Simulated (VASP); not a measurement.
MgZn2TeSe2:

```xyz
6
Lattice="5.7894 0.0000 0.0000 0.0000 5.7894 0.0000 0.0000 0.0000 4.7007" Properties=species:S:1:pos:R:3 pbc="T T T"
Mg    0.0000    0.0000    1.4852
Zn    2.8947    0.0000    0.3629
Zn    0.0000    2.8947    0.3629
Te    0.0000    0.0000    3.9865
Se    2.8947    0.0000    2.7843
Se    0.0000    2.8947    2.7843
```

The cell was built from a structure type or drawn by symmetry, and may not be a known phase.

```yaml
Program: VASP 6.6.1
Task: relaxation of cell and atoms
Functional: PBE
Potentials_or_basis: VASP PAW PBE potentials, release 64 (Mg, Zn, Te, Se)
Cutoff: 600 eV
k_mesh: 2 × 2 × 3
Occupations: gaussian, width 0.15 eV
Spin: no spin polarisation
```

At the start: pressure 11.3 GPa; volume 26.26 Å³/atom.

Q: Where does the relaxation end?

A: Over 35 steps the energy falls by 625.5 meV/atom and the volume is 28.33 Å³/atom (+7.9 %); space group P4mm (No. 99, to 0.1 Å) before and after.

The path:
```tsv
step	energy change (eV)	largest force (eV/Å)	pressure (GPa)	volume (Å³)
1	0.0000	5.1570	11.34	157.55
2	-0.3977	4.3293	-2.91	202.92
3	-1.2388	2.8860	1.20	177.49
4	-1.2423	2.7845	1.46	176.69
5	-1.5846	0.9701	-0.79	187.75
6	-1.6255	1.6595	-1.49	193.59
7	-1.8517	1.6547	-0.27	191.44
8	-1.8837	1.6364	0.62	190.25
9	-2.0362	1.0664	0.39	190.40
10	-2.3339	2.0419	0.11	190.80
11	-2.2749	3.6703	1.00	191.33
12	-2.4102	2.9090	0.35	191.08
13	-2.5467	2.7052	-0.11	191.32
14	-2.8922	1.9910	-1.23	191.90
15	-3.1890	1.1519	-2.62	192.46
16	-3.2884	1.0335	-2.39	189.14
17	-3.5215	0.6961	-1.36	179.35
18	-3.5755	0.6280	2.48	160.60
19	-3.6335	0.3537	0.42	168.86
20	-3.6344	0.3547	0.63	167.94
21	-3.6489	0.3408	0.30	168.71
22	-3.6612	0.3091	-0.23	170.20
23	-3.6766	0.2464	-0.20	170.14
24	-3.7098	0.2328	-0.19	169.95
25	-3.7076	0.4712	-0.10	169.56
26	-3.7208	0.2495	-0.16	169.77
27	-3.7362	0.0926	0.03	168.61
28	-3.7412	0.0877	0.24	167.46
29	-3.7453	0.0987	-0.06	169.08
30	-3.7461	0.1080	-0.31	170.40
31	-3.7485	0.0885	-0.23	170.42
32	-3.7504	0.0933	-0.11	170.46
33	-3.7505	0.0948	-0.06	170.47
34	-3.7521	0.0852	0.00	170.23
35	-3.7528	0.0768	0.06	169.97
```

Final structure:
```
CELL_PARAMETERS angstrom
5.33263 0.00000 0.00000
0.00000 5.33263 0.00000
0.00000 0.00000 5.97724
ATOMIC_POSITIONS crystal
Mg 0.00000 0.00000 0.45907
Zn 0.50000 0.00000 0.07104
Zn 0.00000 0.50000 0.07104
Te 0.00000 0.00000 0.94873
Se 0.50000 0.00000 0.47658
Se 0.00000 0.50000 0.47658
```

Caveat: the k points lie up to 0.59 Å⁻¹ apart in the final cell, too coarse for converged energies and pressures of a metal; a cell axis changed by over 15 % at a fixed basis, so the end point is rough; the relaxation stopped at a loose force limit of 0.08 eV/Å, so its end isn't a converged minimum.
